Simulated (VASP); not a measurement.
Input of a VASP 6.6.1 run:

POSCAR

```
LaTlO2
1.0
    3.7807354270      0.0000000000      0.0000000000
    0.0000000000      3.7807354270      0.0000000000
    0.0000000000      0.0000000000      5.0308832637
Tl O La
1 2 1
Direct
    0.0000000000      0.0000000000      0.0000000000
    0.0000000000      0.0000000000      0.5000000000
    0.5000000000      0.5000000000      0.0000000000
    0.5000000000      0.5000000000      0.5000000000
```

The input INCAR.step1:

```
SYSTEM = LaTlO2
  ALGO = Normal
  EDIFF = 1E-4
  ENCUT = 520
  GGA = PE
  ISMEAR = -1
  LASPH = .TRUE.
  LCHARG = .FALSE.
  LREAL = .FALSE.
  LWAVE = .TRUE.
  NBANDS = 26
  NELM = 80
  PREC = Accurate
  SIGMA = 0.02
```

Contents of INCAR.step2:

```
SYSTEM = LaTlO2
  ALGO = Normal
  EDIFF = 1E-6
  ENCUT = 520
  ISIF = 2
  ISMEAR = -1
  ISTART = 1
  LASPH = .TRUE.
  LCHARG = .TRUE.
  LELF = .TRUE.
  LMIXTAU = .TRUE.
  LREAL = .FALSE.
  LVHAR = .TRUE.
  LWAVE = .FALSE.
  METAGGA = R2SCAN
  NBANDS = 26
  NELM = 80
  PREC = Accurate
  SIGMA = 0.02
```

File KPOINTS:

```
k-points
0
G
  8 8 6
  0 0 0
```

Potentials or basis: VASP PAW PBE potentials, release 64 (Tl_d, O, La).

Launch:

```console
$ cat potpaw_PBE.64/Tl_d/POTCAR potpaw_PBE.64/O/POTCAR potpaw_PBE.64/La/POTCAR > POTCAR
$ cp INCAR.step1 INCAR
$ mpirun -np 1 vasp_std > vasp.out
$ cp INCAR.step2 INCAR
$ mpirun -np 1 vasp_std > vasp.out
```

Problem. What does it give for the band gap on the k mesh?

Solution. Zero (bands 18 and 19 overlap by 1.27 eV).

Problem. Estimate the pressure.

Solution. -0.4 GPa.

Caveat: the PAW data sets were made with another functional, which shifts forces and pressure a little; spin-orbit coupling is left out, which moves the levels of the heavy elements.
